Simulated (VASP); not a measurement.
# PtSe2 (Fm-3m) in VASP: a series of runs

Runs on PtSe2. Level: PBE. Tasks: single point.

Program: VASP 6.6.1. These are calculated values, not measurements. Logs are shortened: lines on timing, memory, paths and dates and some standing lists are left out, and cuts for length are marked.

**1. The cell of the first run**

It takes space group Fm-3m (No. 225, cubic). Conventional cell: a = 6.163 Å, b = 6.163 Å, c = 6.163 Å, α = 90.00°, β = 90.00°, γ = 90.00°. Pt (site symmetry m-3m) has 8 Se at 2.67 Å within 3.5 Å. Within 3.5 Å of Se (site symmetry -43m) lie 4 Pt at 2.67 Å and 6 Se at 3.08 Å.

**2. Single point, PBE (19.51 Å³/atom)**

Contents of INCAR:

```
SYSTEM = PtSe2
PREC = Accurate ; ENCUT = 520
EDIFF = 1E-6 ; ISMEAR = -1
SIGMA = 0.02 ; LREAL = .False.
LASPH = .True. ; NELM = 80
ALGO = Normal ; ISIF = 2
LWAVE = .False. ; LCHARG = .True.
GGA = PE ; LELF = .True.
LVHAR = .True. ; NBANDS = 18
```

Contents of KPOINTS:

```
regular mesh
0
Gamma
  6 6 6
  0 0 0
```

Contents of POSCAR:

```
PtSe2
1.0
    0.0000000000      3.0817162678      3.0817162678
    3.0817162678      0.0000000000      3.0817162678
    3.0817162678      3.0817162678      0.0000000000
Pt Se
1 2
Direct
    0.0000000000      0.0000000000      0.0000000000
    0.2500000000      0.2500000000      0.2500000000
    0.7500000000      0.7500000000      0.7500000000
```

Potentials or basis: VASP PAW PBE potentials, release 64 (Pt, Se).

On the command line:

```sh
> cat potpaw_PBE.64/Pt/POTCAR potpaw_PBE.64/Se/POTCAR > POTCAR
> mpirun -np 1 vasp_std > vasp.out
```

OUTCAR:

```text
SYSTEM = PtSe2
   PREC = Accurate
   ENCUT = 520
   EDIFF = 1E-6
   ISMEAR = -1
   LREAL = .False.
   LASPH = .True.
   NELM = 80
   ISIF = 2
   GGA = PE

 ion  position               nearest neighbor table
   1  0.000  0.000  0.000-   3 2.67   3 2.67   3 2.67   2 2.67   3 2.67   2 2.67   2 2.67   2 2.67

   2  0.250  0.250  0.250-   1 2.67   1 2.67   1 2.67   1 2.67
   3  0.750  0.750  0.750-   1 2.67   1 2.67   1 2.67   1 2.67

  LATTYP: Found a face centered cubic cell.
 ALAT       =     6.1634325356

  Lattice vectors:

 A1 = (   0.0000000000,   3.0817162678,   3.0817162678)
 A2 = (   3.0817162678,   0.0000000000,   3.0817162678)
 A3 = (   3.0817162678,   3.0817162678,   0.0000000000)

Analysis of symmetry for initial positions (statically):
=====================================================================
 Subroutine PRICEL returns:
 Original cell was already a primitive cell.

 Routine SETGRP: Setting up the symmetry group for a
 face centered cubic supercell.

 Subroutine GETGRP returns: Found 48 space group operations
 (whereof 48 operations were pure point group operations)
 out of a pool of 48 trial point group operations.

The static configuration has the point symmetry O_h .

Analysis of symmetry for dynamics (positions and initial velocities):
=====================================================================
 Subroutine PRICEL returns:
 Original cell was already a primitive cell.

 Routine SETGRP: Setting up the symmetry group for a
 face centered cubic supercell.

 Subroutine GETGRP returns: Found 48 space group operations
 (whereof 48 operations were pure point group operations)
 out of a pool of 48 trial point group operations.

The dynamic configuration has the point symmetry O_h .

 Subroutine INISYM returns: Found 48 space group operations
 (whereof 48 operations are pure point group operations),
 and found     1 'primitive' translations

----------------------------------------------------------------------------------------

                                     Primitive cell

  volume of cell :      58.5340

  direct lattice vectors                    reciprocal lattice vectors
     0.000000000  3.081716268  3.081716268    -0.162247253  0.162247253  0.162247253
     3.081716268  0.000000000  3.081716268     0.162247253 -0.162247253  0.162247253
     3.081716268  3.081716268  0.000000000     0.162247253  0.162247253 -0.162247253

  length of vectors
     4.358204941  4.358204941  4.358204941     0.281020486  0.281020486  0.281020486

  position of ions in fractional coordinates (direct lattice)
     0.000000000  0.000000000  0.000000000
     0.250000000  0.250000000  0.250000000
     0.750000000  0.750000000  0.750000000

  ion indices of the primitive-cell ions
   primitive index   ion index
                 1           1
                 2           2
                 3           3

----------------------------------------------------------------------------------------

 KPOINTS: regular mesh

Automatic generation of k-mesh.
 Grid dimensions read from file:
 generate k-points for:    6    6    6

 Generating k-lattice:

  Cartesian coordinates                     Fractional coordinates (reciprocal lattice)
    -0.027041209  0.027041209  0.027041209     0.166666667  0.000000000  0.000000000
     0.027041209 -0.027041209  0.027041209     0.000000000  0.166666667  0.000000000
     0.027041209  0.027041209 -0.027041209     0.000000000  0.000000000  0.166666667

  Length of vectors
     0.046836748  0.046836748  0.046836748

  Shift w.r.t. Gamma in fractional coordinates (k-lattice)
     0.000000000  0.000000000  0.000000000

 Subroutine IBZKPT returns following result:
 ===========================================

 Found     16 irreducible k-points:

 Following reciprocal coordinates:
            Coordinates               Weight
  0.000000  0.000000  0.000000      1.000000
  0.166667  0.000000  0.000000      8.000000
  0.333333  0.000000  0.000000      8.000000
  0.500000  0.000000  0.000000      4.000000
  0.166667  0.166667  0.000000      6.000000
  0.333333  0.166667  0.000000     24.000000
[... 8 lines left out ...]
 -0.333333  0.333333  0.166667     24.000000
 -0.333333  0.500000  0.166667     12.000000
   k-points           NKPTS =     16   k-points in BZ     NKDIM =     16   number of bands    NBANDS=     18
   number of dos      NEDOS =    301   number of ions     NIONS =      3
   total plane-waves  NPLWV =  32768
   dimension x,y,z NGX =    32 NGY =   32 NGZ =   32
   dimension x,y,z NGXF=    64 NGYF=   64 NGZF=   64
   ions per type =               1   2
   NGX,Y,Z   is equivalent  to a cutoff of  12.21, 12.21, 12.21 a.u.
   NGXF,Y,Z  is equivalent  to a cutoff of  24.41, 24.41, 24.41 a.u.
 SYSTEM =  PtSe2
   PREC   = accura    normal or accurate (medium, high low for compatibility)
   ISTART =      0    job   : 0-new  1-cont  2-samecut
   ICHARG =      2    charge: 1-file 2-atom 10-const
   ISPIN  =      1    spin polarized calculation?
   LNONCOLLINEAR =      F non collinear calculations
   LSORBIT =      F    spin-orbit coupling
   LASPH  =      T    aspherical Exc in radial PAW
   ENCUT  =  520.0 eV  38.22 Ry    6.18 a.u.   8.10  8.10  8.10*2*pi/ulx,y,z
   NELM   =     80;   NELMIN=  2; NELMDL= -5     # of ELM steps
   EDIFF  = 0.1E-05   stopping-criterion for ELM
   LREAL  =      F    real-space projection
   EDIFFG = 0.1E-04   stopping-criterion for IOM
   NSW    =      0    number of steps for IOM
   IBRION =     -1    ionic relax: 0-MD 1-quasi-New 2-CG
   NFREE  =      0    steps in history (QN), initial steepest desc. (CG)
   ISIF   =      2    stress and relaxation
   ISYM   =      2    0-nonsym 1-usesym 2-fastsym
   POTIM  = 0.5000    time-step for ionic-motion
   TEBEG  =    0.0;   TEEND  =   0.0 temperature during run
   PSTRESS=    0.0 pullay stress
   NELECT =      22.0000    total number of electrons
   NUPDOWN=      -1.0000    fix difference up-down
   EMIN   =  10.00;   EMAX   =-10.00  energy-range for DOS
   EFERMI =   0.00;   METHOD = LEGACY
   ISMEAR =    -1;   SIGMA  =   0.02  broadening in eV -4-tet -1-fermi 0-gaus
   EFERMI_NEDOS =   21; number of points for ismear=-14 and -15
   IALGO  =     38    algorithm
   IMIX   =      4    mixing-type and parameters
     AMIX     =   0.40;   BMIX     =  1.00
     AMIX_MAG =   1.60;   BMIX_MAG =  1.00
  volume/ion in A,a.u.               =      19.51       131.67
  Fermi-wavevector in a.u.,A,eV,Ry     =   1.181444  2.232605 18.991141  1.395810
  Thomas-Fermi vector in A             =   2.317717
   LORBIT       =      0    0 simple, 1 ext, 2 COOP (PROOUT), +10 PAW based schemes
   GGA     = PE    functional components
   LHFCALC =     F    Hartree Fock is set to
   AEXX    =    0.0000 exact exchange contribution
   IVDW    =     0    specifies the selected vdW correction
   LEPSILON=     F    determine dielectric tensor
   LRPA    =     F    only Hartree local field effects (RPA)
 non-spin polarized calculation
  energy-cutoff  :      520.00
  volume of cell :       58.53
 maximum number of plane-waves:      1591
   NGX = 17   NGY = 17   NGZ = 17

 number of electron      21.9999998 magnetization

 Free energy of the ion-electron system (eV)
  ---------------------------------------------------
  ext. energy  EPLUGINS =         0.00000000
  ---------------------------------------------------
  free energy    TOTEN  =       -12.74277297 eV

  energy without entropy =      -12.73744765  energy(sigma->0) =      -12.74011031

 E-fermi :   7.6470     XC(G=0): -10.9144

 val. band max:        7.6312405802   @ k =   0.1667   0.0000   0.0000
 cond. band min:       7.6631411319   @ k =   0.1667   0.1667   0.0000
 fundamental gap:      0.0319005516
 Fermi energy:         7.6469861990

 k-point     1 :       0.0000    0.0000    0.0000
  band No.  band energies     occupation
      1      -9.0127      2.00000
      2      -4.6726      2.00000
      3       0.3375      2.00000
      4       0.3375      2.00000
      5       0.3375      2.00000
      6       3.3606      2.00000
[... 10 lines left out ...]
     17      10.6469      0.00000
     18      14.8243      0.00000

 k-point     2 :       0.1667    0.0000    0.0000
  band No.  band energies     occupation
      1      -8.7630      2.00000
      2      -5.1455      2.00000
      3       0.5017      2.00000
      4       0.5017      2.00000
      5       1.0907      2.00000
      6       3.1912      2.00000
[... 10 lines left out ...]
     17      12.2446      0.00000
     18      15.9015      0.00000

 k-point     3 :       0.3333    0.0000    0.0000
  band No.  band energies     occupation
      1      -8.0807      2.00000
      2      -6.0773      2.00000
      3       0.8673      2.00000
      4       0.8673      2.00000
      5       2.4454      2.00000
      6       2.6323      2.00000
[... 10 lines left out ...]
     17      14.3683      0.00000
     18      17.4629      0.00000

 k-point     4 :       0.5000    0.0000    0.0000
  band No.  band energies     occupation
      1      -7.3083      2.00000
      2      -6.9105      2.00000
      3       1.0614      2.00000
      4       1.0614      2.00000
      5       1.6653      2.00000
      6       3.5119      2.00000
[... 207 lines left out ...]
      4       0.5110      2.00000
      5       1.3787      2.00000
      6       2.5952      2.00000
[... 10 lines left out ...]
     17      15.5412      0.00000
     18      16.2996      0.00000

 k-point    15 :      -0.3333    0.3333    0.1667
  band No.  band energies     occupation
      1      -6.9837      2.00000
      2      -6.8725      2.00000
      3      -0.1766      2.00000
      4       0.3634      2.00000
      5       1.7677      2.00000
      6       2.4312      2.00000
[... 10 lines left out ...]
     17      15.9760      0.00000
     18      16.5926      0.00000

 k-point    16 :      -0.3333    0.5000    0.1667
  band No.  band energies     occupation
      1      -7.0783      2.00000
      2      -6.6175      2.00000
      3      -0.8304      2.00000
      4       0.5413      2.00000
      5       1.9111      2.00000
      6       2.4674      2.00000
[... 10 lines left out ...]
     17      16.0867      0.00000
     18      17.1234      0.00000

------------------------ aborting loop because EDIFF is reached ----------------------------------------

  FORCE on cell =-STRESS in cart. coord.  units (eV):
  Direction    XX          YY          ZZ          XY          YZ          ZX
  --------------------------------------------------------------------------------------
  -------------------------------------------------------------------------------------
  Total        2.8150755      2.8150755      2.8150755      0.0000000     -0.0000000      0.0000000
  in kB       77.0535563     77.0535563     77.0535563      0.0000000     -0.0000000      0.0000000
  external PRESSURE =      77.0535563 kB  Pullay stress =       0.0000000 kB

 VOLUME and BASIS-vectors are now :
 -----------------------------------------------------------------------------
  energy-cutoff  :      520.00
  volume of cell :       58.53
      direct lattice vectors                 reciprocal lattice vectors
     0.000000000  3.081716268  3.081716268    -0.162247253  0.162247253  0.162247253
     3.081716268  0.000000000  3.081716268     0.162247253 -0.162247253  0.162247253
     3.081716268  3.081716268  0.000000000     0.162247253  0.162247253 -0.162247253

 POSITION                                       TOTAL-FORCE (eV/Angst)
 -----------------------------------------------------------------------------------
      0.00000      0.00000      0.00000        -0.000000     -0.000000     -0.000000
      1.54086      1.54086      1.54086         0.000000      0.000000      0.000000
      4.62257      4.62257      4.62257         0.000000     -0.000000     -0.000000
 -----------------------------------------------------------------------------------
    total drift:                                0.000000     -0.000000      0.000000

  FREE ENERGIE OF THE ION-ELECTRON SYSTEM (eV)
  ---------------------------------------------------
  free  energy   TOTEN  =       -12.7427729670 eV

  energy  without entropy=      -12.7374476494  energy(sigma->0) =      -12.74011031
```

It took 20 s on 1 thread of Intel Xeon 8259CL, shared host; peak memory 0.18 GiB.

Results:

```yaml
Free_energy: -12.7428 eV
Pressure: 7.7 GPa
Band_gap_on_the_k_mesh: zero (bands 11 and 12 overlap by 0.52 eV)
```

Caveat: the cell stands under pressure; spin-orbit coupling is left out, which moves the levels of the heavy elements.

**3. Single point, PBE (20.13 Å³/atom)**

This run uses another cell than the first one, of 20.13 Å³/atom.

Contents of INCAR:

```
PREC = Accurate ; ENCUT = 520
EDIFF = 1E-6 ; ISMEAR = -1
SIGMA = 0.02 ; LREAL = F
LASPH = T ; NELM = 60
ALGO = Normal ; ISIF = 2
LWAVE = F ; LCHARG = F
GGA = PE ; NBANDS = 18
```

Contents of KPOINTS:

```
regular mesh
0
Gamma
  6 6 6
```

Contents of POSCAR:

```
PtSe2
1.0
    0.0000000000      3.1141577704      3.1141577704
    3.1141577704      0.0000000000      3.1141577704
    3.1141577704      3.1141577704      0.0000000000
Pt Se
1 2
Direct
    0.0000000000      0.0000000000      0.0000000000
    0.2500000000      0.2500000000      0.2500000000
    0.7500000000      0.7500000000      0.7500000000
```

Potentials or basis: VASP PAW PBE potentials, release 64 (Pt, Se).

On the command line:

```sh
> cat potpaw_PBE.64/Pt/POTCAR potpaw_PBE.64/Se/POTCAR > POTCAR
> mpirun -np 1 vasp_std > vasp.out
```

Wall time 28 s (1 thread of Intel Xeon 8259CL, shared host); peak memory 0.2 GiB.

It converged, with:

```
Free energy            : -12.8077 eV
Pressure               : 3.5 GPa
Band gap on the k mesh : zero (bands 11 and 12 overlap by 0.48 eV)
```

Levels at points of the mesh, in eV from the Fermi level:
```csv
k point,band 9,band 10,band 11,band 12,band 13,band 14
"(0.00, 0.00, 0.00)",-1.38,-1.38,0.04,0.04,0.04,1.66
"(0.50, 0.00, 0.00)",-3.89,-3.85,-2.60,0.17,0.17,4.41
"(0.50, 0.50, 0.00)",-3.73,-2.78,0.46,1.31,1.31,1.70
```

Caveat: the cell stands under pressure; spin-orbit coupling is left out, which moves the levels of the heavy elements.
